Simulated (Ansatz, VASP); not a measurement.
Two plane-wave programs on Ge

The input INCAR:

```
  PREC = Accurate
  ENCUT = 520
  EDIFF = 1E-6
  ISMEAR = 0
  SIGMA = 0.15
  LREAL = F
  LASPH = T
  NELM = 80
  ALGO = Normal
  ISIF = 2
  LWAVE = F
  LCHARG = F
  GGA = PS
  NBANDS = 21
```

The input KPOINTS:

```
Automatic mesh
0
Gamma
  18 18 10
```

Contents of POSCAR:

```
Ge
1.0
    1.4657321311     -2.5557692658      0.0000000000
    1.4657321311      2.5557692658      0.0000000000
    0.0000000000      0.0000000000      4.7275957900
Ge
2
Direct
    0.6665533700      0.3334466300      0.2500000000
    0.3334466300      0.6665533700      0.7500000000
```

Input for Ansatz:

```yaml
crystal:
  lattice:
    - [1.4657321311, -2.5557692658, 0.0]
    - [1.4657321311, 2.5557692658, 0.0]
    - [0.0, 0.0, 4.72759579]
  atoms:
    - { symbol: Ge, position: [0.66655337, 0.33344663, 0.25] }
    - { symbol: Ge, position: [0.33344663, 0.66655337, 0.75] }
basis:
  ecutwfc: 420
kpoints:
  mp_grid: { grid: [18, 18, 10] }
hamiltonian:
  xc: pbesol
scf:
  occupations: { method: gaussian, width: 0.15 }
output:
  forces: true
  stress: true
  eigenvalues: true
```

Change from the starting cell: strain -0.0150 x Voigt [1, 1, 0, 0, 0, 0], atoms carried along.

Alike in both runs: task single point; functional PBEsol; k mesh 18 × 18 × 10; occupations gaussian, width 0.15 eV; no spin polarisation.

```csv
,VASP,Ansatz
version,VASP 6.6.1,Ansatz 0.2.0
potentials or method,"VASP PAW PBE potentials, release 64 (Ge_d), cutoff 520 eV","scalar-relativistic, plane waves, PAW"
valence electrons in the cell,28,28
```

```csv
,VASP,Ansatz,Ansatz less VASP
gap on the k mesh at the Fermi level (eV),none,none,-
pressure (GPa),2.8,2.8,-0.04
"traceless stress, the component that is largest in VASP (GPa)",0.20,0.21,+0.007
```

VASP's potentials were made for PBE, not for PBEsol. A gap of «none» marks a metal or a gap that the smearing closes.
